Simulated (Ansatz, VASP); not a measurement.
## Hf in VASP and in Ansatz

```
Hf
1.0
     3.22867    0.00000    0.00000
    -1.61433    2.79611    0.00000
     0.00000    0.00000    5.05780
Hf
2
Direct
  0.33333 0.66667 0.25000
  0.66667 0.33333 0.75000
```

Change from the starting cell: equal xx and yy strain of +1 %, PAW files.

Alike in both runs: task electric field gradients; functional PBE; k mesh 13 × 13 × 7; occupations fermi-dirac, width 0.05 eV; no spin polarisation.

|  | VASP | Ansatz |
| --- | --- | --- |
| version | VASP 6.6.1 | Ansatz 0.2.0 |
| potentials or method | VASP PAW PBE potentials, release 64 (Hf_pv) | PAW with Ansatz's default frozen-core files, scalar-relativistic |
| plane-wave cutoff (eV) | 520 | 420 |
| valence electrons in the cell | 20 | 52 |

```tsv
	VASP	Ansatz	Ansatz less VASP
pressure (GPa)	-1.7	-1.3	+0.44
traceless stress, the component that is largest in VASP (GPa)	0.62	0.69	+0.069
size of Vzz on the site where it differs most (V/Å²)	85.4	94.9	+9.45
```

With one functional, cell and mesh, what is left measures potentials, basis and numerics. VASP's potentials hold 20 valence electrons a cell and Ansatz's 52, so a difference there can come from the potentials and not from the codes.

Spin-orbit coupling is off throughout.
